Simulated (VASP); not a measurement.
# PbSe (C2) in VASP: single point with PBE

Aim: the single point of PbSe with PBE.

Program: VASP 6.6.1. These are calculated values, not measurements. Logs are shortened: lines on timing, memory, paths and dates and some standing lists are left out, and cuts for length are marked.

**1. The cell of the first run**

It takes space group C2 (No. 5, monoclinic). The conventional cell has a = 4.272 Å, b = 12.097 Å, c = 4.501 Å, α = 90.00°, β = 92.29°, γ = 90.00°. Pb (site symmetry 2) has 5 Se at 2.84 to 3.17 Å within 3.7 Å. Pb (site symmetry 2) has 5 Se at 2.72 to 3.16 Å within 3.6 Å. Se (site symmetry 2) has 5 Pb at 2.84 to 3.16 Å within 3.7 Å. Se (site symmetry 2) has 5 Pb at 2.72 to 3.17 Å within 3.6 Å.

**2. Single point, PBE (strained and its atoms moved)**

INCAR reads:

```
SYSTEM = PbSe
PREC = Accurate
ENCUT = 520
EDIFF = 1E-7
ISMEAR = 0
SIGMA = 0.02
LREAL = .FALSE.
LASPH = .TRUE.
NELM = 100
ALGO = Normal
ISIF = 2
LWAVE = .FALSE.
LCHARG = .TRUE.
GGA = PE
LELF = .TRUE.
LVHAR = .TRUE.
NBANDS = 28
```

KPOINTS reads:

```
regular mesh
0
G
  8 8 6
  0 0 0
```

POSCAR reads:

```
PbSe
1.0
    2.1355042495     -6.0485014634      0.0430975318
    2.1355042495      6.0485014634      0.0430975318
    0.0890098714      0.0000000000      4.5001610782
Pb Se
2 2
Direct
    0.6287783120      0.3712216880      0.7500000000
    0.3663980132      0.6336019868      0.2500000000
    0.8636782861      0.1363217139      0.7500000000
    0.1411453887      0.8588546113      0.2500000000
```

Potentials or basis: VASP PAW PBE potentials, release 64 (Pb_d, Se).

Run with:

```
> cat potpaw_PBE.64/Pb_d/POTCAR potpaw_PBE.64/Se/POTCAR > POTCAR
> mpirun -np 1 vasp_std > vasp.out
```

OUTCAR:

```text
SYSTEM = PbSe
   PREC = Accurate
   ENCUT = 520
   EDIFF = 1E-7
   ISMEAR = 0
   LREAL = .FALSE.
   LASPH = .TRUE.
   NELM = 100
   ISIF = 2
   GGA = PE

 ion  position               nearest neighbor table
   1  0.629  0.371  0.750-   3 2.84   4 3.04   4 3.04   4 3.17   4 3.17   2 3.89   2 3.89
   2  0.366  0.634  0.250-   4 2.72   3 3.04   3 3.04   3 3.16   3 3.16   1 3.89   1 3.89
   3  0.864  0.136  0.750-   1 2.84   2 3.04   2 3.04   2 3.16   2 3.16
   4  0.141  0.859  0.250-   2 2.72   1 3.04   1 3.04   1 3.17   1 3.17

  LATTYP: Found a base centered monoclinic cell.
 ALAT       =     4.2718781803
 B/A-ratio  =     2.8317761921
 C/A-ratio  =     1.0536445743
 COS(beta)  =    -0.0399447464

  Lattice vectors:

 A1 = (  -2.1355042495,   6.0485014634,  -0.0430975318)
 A2 = (  -2.1355042495,  -6.0485014634,  -0.0430975318)
 A3 = (   0.0890098714,   0.0000000000,   4.5001610782)

Analysis of symmetry for initial positions (statically):
=====================================================================
 Subroutine PRICEL returns:
 Original cell was already a primitive cell.

 Routine SETGRP: Setting up the symmetry group for a
 base centered monoclinic supercell.

 Subroutine GETGRP returns: Found  2 space group operations
 (whereof  1 operations were pure point group operations)
 out of a pool of  4 trial point group operations.

The static configuration has the point symmetry C_1 .
 The point group associated with its full space group is C_2 .

Analysis of symmetry for dynamics (positions and initial velocities):
=====================================================================
 Subroutine PRICEL returns:
 Original cell was already a primitive cell.

 Routine SETGRP: Setting up the symmetry group for a
 base centered monoclinic supercell.

 Subroutine GETGRP returns: Found  2 space group operations
 (whereof  1 operations were pure point group operations)
 out of a pool of  4 trial point group operations.

The dynamic configuration has the point symmetry C_1 .
 The point group associated with its full space group is C_2 .

 Subroutine INISYM returns: Found  2 space group operations
 (whereof  1 operations are pure point group operations),
 and found     1 'primitive' translations

----------------------------------------------------------------------------------------

                                     Primitive cell

  volume of cell :     116.2072

  direct lattice vectors                    reciprocal lattice vectors
     2.135504249 -6.048501463  0.043097532     0.234230237 -0.082665104 -0.004632902
     2.135504249  6.048501463  0.043097532     0.234230237  0.082665104 -0.004632902
     0.089009871  0.000000000  4.500161078    -0.004486393  0.000000000  0.222303006

  length of vectors
     6.414562008  6.414562008  4.501041267     0.248432661  0.248432661  0.222348272

  position of ions in fractional coordinates (direct lattice)
     0.628778312  0.371221688  0.750000000
     0.366398013  0.633601987  0.250000000
     0.863678286  0.136321714  0.750000000
     0.141145389  0.858854611  0.250000000

  ion indices of the primitive-cell ions
   primitive index   ion index
                 1           1
                 2           2
                 3           3
                 4           4

----------------------------------------------------------------------------------------

 KPOINTS: regular mesh

Automatic generation of k-mesh.
 Grid dimensions read from file:
 generate k-points for:    8    8    6

 Generating k-lattice:

  Cartesian coordinates                     Fractional coordinates (reciprocal lattice)
     0.029278780 -0.010333138 -0.000579113     0.125000000  0.000000000 -0.000000000
     0.029278780  0.010333138 -0.000579113     0.000000000  0.125000000 -0.000000000
    -0.000747732  0.000000000  0.037050501    -0.000000000 -0.000000000  0.166666667

  Length of vectors
     0.031054083  0.031054083  0.037058045

  Shift w.r.t. Gamma in fractional coordinates (k-lattice)
     0.000000000  0.000000000  0.000000000

 Subroutine IBZKPT returns following result:
 ===========================================

 Found    114 irreducible k-points:

 Following reciprocal coordinates:
            Coordinates               Weight
  0.000000  0.000000  0.000000      1.000000
  0.125000 -0.000000  0.000000      4.000000
  0.250000 -0.000000  0.000000      4.000000
  0.375000 -0.000000  0.000000      4.000000
  0.500000 -0.000000  0.000000      2.000000
  0.125000  0.125000  0.000000      2.000000
[... 16 lines left out ...]
  0.125000  0.000000  0.166667      4.000000
  0.250000  0.000000  0.166667      4.000000
 [... further k-points ...]
   k-points           NKPTS =    114   k-points in BZ     NKDIM =    114   number of bands    NBANDS=     28
   number of dos      NEDOS =    301   number of ions     NIONS =      4
   total plane-waves  NPLWV =  82944
   dimension x,y,z NGX =    48 NGY =   48 NGZ =   36
   dimension x,y,z NGXF=    96 NGYF=   96 NGZF=   72
   ions per type =               2   2
   NGX,Y,Z   is equivalent  to a cutoff of  12.44, 12.44, 13.30 a.u.
   NGXF,Y,Z  is equivalent  to a cutoff of  24.88, 24.88, 26.59 a.u.
 SYSTEM =  PbSe
   PREC   = accura    normal or accurate (medium, high low for compatibility)
   ISTART =      0    job   : 0-new  1-cont  2-samecut
   ICHARG =      2    charge: 1-file 2-atom 10-const
   ISPIN  =      1    spin polarized calculation?
   LNONCOLLINEAR =      F non collinear calculations
   LSORBIT =      F    spin-orbit coupling
   LASPH  =      T    aspherical Exc in radial PAW
   ENCUT  =  520.0 eV  38.22 Ry    6.18 a.u.  11.93 11.93  8.37*2*pi/ulx,y,z
   NELM   =    100;   NELMIN=  2; NELMDL= -5     # of ELM steps
   EDIFF  = 0.1E-06   stopping-criterion for ELM
   LREAL  =      F    real-space projection
   EDIFFG = 0.1E-05   stopping-criterion for IOM
   NSW    =      0    number of steps for IOM
   IBRION =     -1    ionic relax: 0-MD 1-quasi-New 2-CG
   NFREE  =      0    steps in history (QN), initial steepest desc. (CG)
   ISIF   =      2    stress and relaxation
   ISYM   =      2    0-nonsym 1-usesym 2-fastsym
   POTIM  = 0.5000    time-step for ionic-motion
   TEBEG  =    0.0;   TEEND  =   0.0 temperature during run
   PSTRESS=    0.0 pullay stress
   NELECT =      40.0000    total number of electrons
   NUPDOWN=      -1.0000    fix difference up-down
   EMIN   =  10.00;   EMAX   =-10.00  energy-range for DOS
   EFERMI =   0.00;   METHOD = LEGACY
   ISMEAR =     0;   SIGMA  =   0.02  broadening in eV -4-tet -1-fermi 0-gaus
   EFERMI_NEDOS =   21; number of points for ismear=-14 and -15
   IALGO  =     38    algorithm
   IMIX   =      4    mixing-type and parameters
     AMIX     =   0.40;   BMIX     =  1.00
     AMIX_MAG =   1.60;   BMIX_MAG =  1.00
  volume/ion in A,a.u.               =      29.05       196.05
  Fermi-wavevector in a.u.,A,eV,Ry     =   1.147318  2.168117 17.909879  1.316339
  Thomas-Fermi vector in A             =   2.283999
   LORBIT       =      0    0 simple, 1 ext, 2 COOP (PROOUT), +10 PAW based schemes
   GGA     = PE    functional components
   LHFCALC =     F    Hartree Fock is set to
   AEXX    =    0.0000 exact exchange contribution
   IVDW    =     0    specifies the selected vdW correction
   LEPSILON=     F    determine dielectric tensor
   LRPA    =     F    only Hartree local field effects (RPA)
 non-spin polarized calculation
 Gauss-broadening in eV      SIGMA  =   0.02
  energy-cutoff  :      520.00
  volume of cell :      116.21
 maximum number of plane-waves:      3147
   NGX = 23   NGY = 23   NGZ = 17

 number of electron      39.9999998 magnetization

 Free energy of the ion-electron system (eV)
  ---------------------------------------------------
  ext. energy  EPLUGINS =         0.00000000
  ---------------------------------------------------
  free energy    TOTEN  =       -16.12478750 eV

  energy without entropy =      -16.12478750  energy(sigma->0) =      -16.12478750

 E-fermi :   4.6275     XC(G=0):  -9.4844

 val. band max:        4.5063431112   @ k =   0.0000   0.0000   0.5000
 cond. band min:       5.4850235139   @ k =   0.2500   0.1250   0.0000
 fundamental gap:      0.9786804027
 Fermi energy:         4.6274807024

 k-point     1 :       0.0000    0.0000    0.0000
  band No.  band energies     occupation
      1     -12.1212      2.00000
      2     -12.0748      2.00000
      3     -12.0510      2.00000
      4     -12.0426      2.00000
      5     -12.0196      2.00000
      6     -11.9690      2.00000
[... 20 lines left out ...]
     27      10.2867      0.00000
     28      11.2081      0.00000

 k-point     2 :       0.1250   -0.0000    0.0000
  band No.  band energies     occupation
      1     -12.1140      2.00000
      2     -12.0704      2.00000
      3     -12.0546      2.00000
      4     -12.0420      2.00000
      5     -12.0214      2.00000
      6     -11.9662      2.00000
[... 20 lines left out ...]
     27      10.2587      0.00000
     28      11.3338      0.00000

 k-point     3 :       0.2500   -0.0000    0.0000
  band No.  band energies     occupation
      1     -12.0970      2.00000
      2     -12.0637      2.00000
      3     -12.0586      2.00000
      4     -12.0418      2.00000
      5     -12.0247      2.00000
      6     -11.9619      2.00000
[... 20 lines left out ...]
     27      11.0860      0.00000
     28      11.7702      0.00000

 k-point     4 :       0.3750   -0.0000    0.0000
  band No.  band energies     occupation
      1     -12.0819      2.00000
      2     -12.0691      2.00000
      3     -12.0482      2.00000
      4     -12.0430      2.00000
      5     -12.0267      2.00000
      6     -11.9605      2.00000
[... 578 lines left out ...]
     27      10.0120      0.00000
     28      11.9313      0.00000

 k-point    23 :       0.1250    0.0000    0.1667
  band No.  band energies     occupation
      1     -12.1073      2.00000
      2     -12.0692      2.00000
      3     -12.0607      2.00000
      4     -12.0419      2.00000
      5     -12.0222      2.00000
      6     -11.9638      2.00000
[... 20 lines left out ...]
     27      10.9633      0.00000
     28      11.9058      0.00000

 k-point    24 :       0.2500    0.0000    0.1667
  band No.  band energies     occupation
      1     -12.0968      2.00000
      2     -12.0776      2.00000
      3     -12.0544      2.00000
      4     -12.0423      2.00000
      5     -12.0254      2.00000
      6     -11.9558      2.00000
[... 20 lines left out ...]
     27      11.5847      0.00000
     28      11.8895      0.00000

 [... further k-points ...]
[... 5 lines left out ...]
  --------------------------------------------------------------------------------------
  -------------------------------------------------------------------------------------
  Total        1.1106112      2.0120694      0.6883263      0.0000000      0.0000000     -1.5669472
  in kB       15.3122753     27.7409068      9.4901279      0.0000000      0.0000000    -21.6038951
  external PRESSURE =      17.5144367 kB  Pullay stress =       0.0000000 kB

 VOLUME and BASIS-vectors are now :
 -----------------------------------------------------------------------------
  energy-cutoff  :      520.00
  volume of cell :      116.21
      direct lattice vectors                 reciprocal lattice vectors
     2.135504249 -6.048501463  0.043097532     0.234230237 -0.082665104 -0.004632902
     2.135504249  6.048501463  0.043097532     0.234230237  0.082665104 -0.004632902
     0.089009871  0.000000000  4.500161078    -0.004486393  0.000000000  0.222303006

 POSITION                                       TOTAL-FORCE (eV/Angst)
 -----------------------------------------------------------------------------------
      2.20226     -1.55783      3.41822        -0.000000      0.015532      0.000000
      2.15776      1.61618      1.16814         0.000000     -0.520330     -0.000000
      2.20226     -4.39942      3.41822        -0.000000     -0.057807      0.000000
      2.15776      4.34107      1.16814         0.000000      0.562605      0.000000
 -----------------------------------------------------------------------------------
    total drift:                                0.000000     -0.000125     -0.000000

  FREE ENERGIE OF THE ION-ELECTRON SYSTEM (eV)
  ---------------------------------------------------
  free  energy   TOTEN  =       -16.1247874965 eV

  energy  without entropy=      -16.1247874965  energy(sigma->0) =      -16.12478750
```

It took 3.9 min on 1 thread of Intel Xeon 6975P-C (Granite Rapids), shared host; peak memory 0.5 GiB.

Results:

```yaml
Free_energy: -16.1248 eV
Pressure: 1.8 GPa
Largest_force: 0.563 eV/Å
Band_gap_on_the_k_mesh: 0.98 eV, indirect (least direct gap 1.12 eV)
```

Forces on the atoms (eV/Å):
```
Pb   0.000  0.016  0.000
Pb   0.000 -0.520  0.000
Se   0.000 -0.058  0.000
Se   0.000  0.563  0.000
```

Stress tensor (GPa, compression positive):
```
 1.53  0.00 -2.16
 0.00  2.77  0.00
-2.16  0.00  0.95
```

Levels at points of the mesh, in eV from the valence-band top:
| k point | band 18 | band 19 | band 20 | band 21 | band 22 | band 23 |
| --- | --- | --- | --- | --- | --- | --- |
| (0.00, 0.00, 0.00) | -1.71 | -1.33 | -0.59 | 4.31 | 4.37 | 4.45 |
| (0.50, 0.00, 0.00) | -1.12 | -0.71 | -0.38 | 1.33 | 1.42 | 1.73 |
| (0.50, 0.50, 0.00) | -1.76 | -1.08 | -0.63 | 1.07 | 3.91 | 4.33 |
| (0.00, 0.00, 0.50) | -0.93 | -0.24 | 0.00 | 1.47 | 1.51 | 2.28 |
| (0.50, 0.00, 0.50) | -3.16 | -1.47 | -1.28 | 2.95 | 3.29 | 4.94 |
| (0.50, 0.50, 0.50) | -0.98 | -0.62 | -0.35 | 1.25 | 1.33 | 2.77 |

Caveat: the cell differs from its parent crystal (strained and its atoms moved); spin-orbit coupling is left out, which moves the levels of the heavy elements. A k mesh can miss the band edges.
